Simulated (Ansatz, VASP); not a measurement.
One calculation of Sn, two programs

```
Sn
1.0
     2.15413    1.24369    3.66670
    -2.15413    1.24369    3.66670
     0.00000   -2.48737    3.66670
Sn
2
Direct
  0.25002 0.25002 0.25002
  0.74998 0.74998 0.74998
```

Alike in both runs: functional PBE; k mesh 6 × 6 × 6; occupations gaussian, width 0.1 eV; no spin polarisation.

Ansatz relaxed the structure, and its values are those at the end. VASP's run is a single point on that final structure, the one shown.

```csv
,VASP,Ansatz
version,VASP 6.6.1,Ansatz 0.2.0
potentials or method,"VASP PAW PBE potentials, release 64 (Sn_d), cutoff 520 eV","scalar-relativistic, plane waves, PAW"
valence electrons in the cell,28,28
```

|  | VASP | Ansatz | Ansatz less VASP |
| --- | --- | --- | --- |
| gap on the k mesh at the Fermi level (eV) | none | none | - |
| pressure (GPa) | 0.0 | 0.0 | +0.02 |

A gap of «none» marks a metal or a gap that the smearing closes. With one functional, cell and mesh, what is left measures potentials, basis and numerics.
